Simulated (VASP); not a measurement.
# Ga2SnSe4 (R-3m) in VASP: single point with PBE

Aim: the single point of Ga2SnSe4 with PBE.

Program: VASP 6.6.1. These are calculated values, not measurements. Logs are shortened: lines on timing, memory, paths and dates and some standing lists are left out, and cuts for length are marked.

### 1 The cell of the first run

It takes space group R-3m (No. 166, trigonal). The conventional cell has a = 7.466 Å, b = 7.466 Å, c = 11.760 Å, α = 90.00°, β = 90.00°, γ = 120.00°. Ga (site symmetry 3m) has 4 Se at 2.46 to 3.14 Å and 1 Sn at 2.74 Å within 3.2 Å. Within 3.8 Å of Sn (site symmetry -3m) lie 2 Ga at 2.74 Å and 6 Se at 3.73 Å. Within 3.2 Å of Se (site symmetry 2/m) lie 2 Ga at 2.46 Å and 2 Se at 2.91 Å. Se (site symmetry -3m) has 6 Se at 2.91 Å and 2 Ga at 3.14 Å within 3.8 Å.

The cell was built from a structure type or drawn by symmetry, and may not be a known phase.

### 2 Single point, PBE

File INCAR:

```
SYSTEM = Ga2SnSe4
  PREC = Accurate
  ENCUT = 500
  EDIFF = 1E-6
  ISMEAR = 0
  SIGMA = 0.15
  LREAL = .FALSE.
  LASPH = .TRUE.
  NELM = 120
  ALGO = Normal
  ISIF = 2
  LWAVE = .FALSE.
  LCHARG = .FALSE.
  GGA = PE
  NBANDS = 41
  GGA_COMPAT = .FALSE.
```

File KPOINTS:

```
regular mesh
0
G
  2 2 2
  0 0 0
```

File POSCAR:

```
Ga2SnSe4
1.0
    3.7329637892      2.1552276486      3.9199732006
   -3.7329637892      2.1552276486      3.9199732006
    0.0000000000     -4.3104552971      3.9199732006
Ga Sn Se
2 1 4
Direct
    0.2673604852      0.2673604852      0.2673604852
    0.7326395148      0.7326395148      0.7326395148
    0.5000000000      0.5000000000      0.5000000000
    0.0000000000      0.0000000000      0.5000000000
    0.5000000000      0.0000000000      0.0000000000
    0.0000000000      0.5000000000      0.0000000000
    0.0000000000      0.0000000000      0.0000000000
```

Potentials or basis: VASP PAW PBE potentials, release 64 (Ga_d, Sn_d, Se).

On the command line:

```sh
$ cat potpaw_PBE.64/Ga_d/POTCAR potpaw_PBE.64/Sn_d/POTCAR potpaw_PBE.64/Se/POTCAR > POTCAR
$ mpirun -np 1 vasp_std > vasp.out
```

OUTCAR:

```text
SYSTEM = Ga2SnSe4
   PREC = Accurate
   ENCUT = 500
   EDIFF = 1E-6
   ISMEAR = 0
   LREAL = .FALSE.
   LASPH = .TRUE.
   NELM = 120
   ISIF = 2
   GGA = PE

 ion  position               nearest neighbor table
   1  0.267  0.267  0.267-   5 2.46   6 2.46   4 2.46   3 2.74
   2  0.733  0.733  0.733-   5 2.46   6 2.46   4 2.46   3 2.74
   3  0.500  0.500  0.500-   1 2.74   2 2.74
   4  0.000  0.000  0.500-   1 2.46   2 2.46
   5  0.500  0.000  0.000-   1 2.46   2 2.46
   6  0.000  0.500  0.000-   1 2.46   2 2.46
   7  0.000  0.000  0.000-

  LATTYP: Found a trigonal (rhomboedric) cell.
 ALAT       =     5.8263380233
 COS(alpha) =     0.1789942561

  Lattice vectors:

 A1 = (   3.7329637892,   2.1552276486,   3.9199732006)
 A2 = (  -3.7329637892,   2.1552276486,   3.9199732006)
 A3 = (   0.0000000000,  -4.3104552971,   3.9199732006)

Analysis of symmetry for initial positions (statically):
=====================================================================
 Subroutine PRICEL returns:
 Original cell was already a primitive cell.

 Routine SETGRP: Setting up the symmetry group for a
 trigonal (rhombohedral) supercell.

 Subroutine GETGRP returns: Found 12 space group operations
 (whereof 12 operations were pure point group operations)
 out of a pool of 12 trial point group operations.

The static configuration has the point symmetry D_3d.

Analysis of symmetry for dynamics (positions and initial velocities):
=====================================================================
 Subroutine PRICEL returns:
 Original cell was already a primitive cell.

 Routine SETGRP: Setting up the symmetry group for a
 trigonal (rhombohedral) supercell.

 Subroutine GETGRP returns: Found 12 space group operations
 (whereof 12 operations were pure point group operations)
 out of a pool of 12 trial point group operations.

The dynamic configuration has the point symmetry D_3d.

 Subroutine INISYM returns: Found 12 space group operations
 (whereof 12 operations are pure point group operations),
 and found     1 'primitive' translations

----------------------------------------------------------------------------------------

                                     Primitive cell

[... 78 lines left out ...]
   NELM   =    120;   NELMIN=  2; NELMDL= -5     # of ELM steps
   EDIFF  = 0.1E-05   stopping-criterion for ELM
   LREAL  =      F    real-space projection
   EDIFFG = 0.1E-04   stopping-criterion for IOM
   NSW    =      0    number of steps for IOM
   IBRION =     -1    ionic relax: 0-MD 1-quasi-New 2-CG
   NFREE  =      0    steps in history (QN), initial steepest desc. (CG)
   ISIF   =      2    stress and relaxation
   ISYM   =      2    0-nonsym 1-usesym 2-fastsym
   POTIM  = 0.5000    time-step for ionic-motion
   TEBEG  =    0.0;   TEEND  =   0.0 temperature during run
   PSTRESS=    0.0 pullay stress
   NELECT =      64.0000    total number of electrons
   NUPDOWN=      -1.0000    fix difference up-down
   EMIN   =  10.00;   EMAX   =-10.00  energy-range for DOS
   EFERMI =   0.00;   METHOD = LEGACY
   ISMEAR =     0;   SIGMA  =   0.15  broadening in eV -4-tet -1-fermi 0-gaus
   EFERMI_NEDOS =   21; number of points for ismear=-14 and -15
   IALGO  =     38    algorithm
   IMIX   =      4    mixing-type and parameters
     AMIX     =   0.40;   BMIX     =  1.00
     AMIX_MAG =   1.60;   BMIX_MAG =  1.00
  volume/ion in A,a.u.               =      27.03       182.42
  Fermi-wavevector in a.u.,A,eV,Ry     =   1.140620  2.155460 17.701377  1.301014
  Thomas-Fermi vector in A             =   2.277322
   LORBIT       =      0    0 simple, 1 ext, 2 COOP (PROOUT), +10 PAW based schemes
   GGA     = PE    functional components
   LHFCALC =     F    Hartree Fock is set to
   AEXX    =    0.0000 exact exchange contribution
   IVDW    =     0    specifies the selected vdW correction
   LEPSILON=     F    determine dielectric tensor
   LRPA    =     F    only Hartree local field effects (RPA)
 non-spin polarized calculation
 Gauss-broadening in eV      SIGMA  =   0.15
  energy-cutoff  :      500.00
  volume of cell :      189.23
 maximum number of plane-waves:      4809
   NGX = 21   NGY = 21   NGZ = 21

 number of electron      63.9999971 magnetization

 Free energy of the ion-electron system (eV)
  ---------------------------------------------------
  ext. energy  EPLUGINS =         0.00000000
  ---------------------------------------------------
  free energy    TOTEN  =       -23.98433036 eV

  energy without entropy =      -23.93099711  energy(sigma->0) =      -23.95766373

 E-fermi :   3.4724     XC(G=0):  -9.1147

 val. band max:        2.9932048621   @ k =   0.5000   0.5000   0.5000
 cond. band min:       3.4788609887   @ k =   0.5000   0.5000   0.0000
 fundamental gap:      0.4856561266
 Fermi energy:         3.4723895596

 k-point     1 :       0.0000    0.0000    0.0000
  band No.  band energies     occupation
      1     -18.7208      2.00000
      2     -18.7208      2.00000
      3     -18.6250      2.00000
      4     -18.6229      2.00000
      5     -18.6229      2.00000
      6     -12.0677      2.00000
[... 165 lines left out ...]
     40       9.0631      0.00000
     41       9.5847      0.00000

------------------------ aborting loop because EDIFF is reached ----------------------------------------

  FORCE on cell =-STRESS in cart. coord.  units (eV):
  Direction    XX          YY          ZZ          XY          YZ          ZX
  --------------------------------------------------------------------------------------
  -------------------------------------------------------------------------------------
  Total       -0.3534587     -0.3534587     -0.1397759     -0.0000000     -0.0000000      0.0000000
  in kB       -2.9927333     -2.9927333     -1.1834818     -0.0000000     -0.0000000      0.0000000
  external PRESSURE =      -2.3896494 kB  Pullay stress =       0.0000000 kB

 VOLUME and BASIS-vectors are now :
 -----------------------------------------------------------------------------
  energy-cutoff  :      500.00
  volume of cell :      189.23
      direct lattice vectors                 reciprocal lattice vectors
     3.732963789  2.155227649  3.919973201     0.133941830  0.077331351  0.085034595
    -3.732963789  2.155227649  3.919973201    -0.133941830  0.077331351  0.085034595
     0.000000000 -4.310455297  3.919973201     0.000000000 -0.154662703  0.085034595

 POSITION                                       TOTAL-FORCE (eV/Angst)
 -----------------------------------------------------------------------------------
      0.00000      0.00000      3.14414        -0.000000     -0.000000     -0.019322
      0.00000      0.00000      8.61578        -0.000000      0.000000      0.019322
      0.00000      0.00000      5.87996        -0.000000     -0.000000      0.000000
      0.00000     -2.15523      1.95999         0.000000      0.000000     -0.000000
      1.86648      1.07761      1.95999        -0.000000      0.000000      0.000000
     -1.86648      1.07761      1.95999         0.000000      0.000000     -0.000000
      0.00000      0.00000      0.00000        -0.000000      0.000000      0.000000
 -----------------------------------------------------------------------------------
    total drift:                               -0.000000     -0.000000      0.000000

  FREE ENERGIE OF THE ION-ELECTRON SYSTEM (eV)
  ---------------------------------------------------
  free  energy   TOTEN  =       -23.9843303551 eV

  energy  without entropy=      -23.9309971105  energy(sigma->0) =      -23.95766373
```

Run time: 2.6 min. Hardware: 1 thread of Intel Xeon 8259CL, shared host; peak memory 0.27 GiB.

Results:

```
Free energy            : -23.9843 eV
Pressure               : -0.2 GPa
Largest force          : 0.019 eV/Å
Band gap on the k mesh : zero (bands 32 and 33 overlap by 1.94 eV)
```

Forces in eV/Å, atoms in the order of the input:
```
Ga   0.000  0.000 -0.019
Ga   0.000  0.000  0.019
Sn   0.000  0.000  0.000
Se   0.000  0.000  0.000
Se   0.000  0.000  0.000
Se   0.000  0.000  0.000
Se   0.000  0.000  0.000
```

Stress tensor (GPa, compression positive):
```
-0.30  0.00  0.00
 0.00 -0.30  0.00
 0.00  0.00 -0.12
```

Caveat: the k points lie up to 0.55 Å⁻¹ apart, too coarse for converged energies and pressures of a metal; spin-orbit coupling is left out, which moves the levels of the heavy elements.
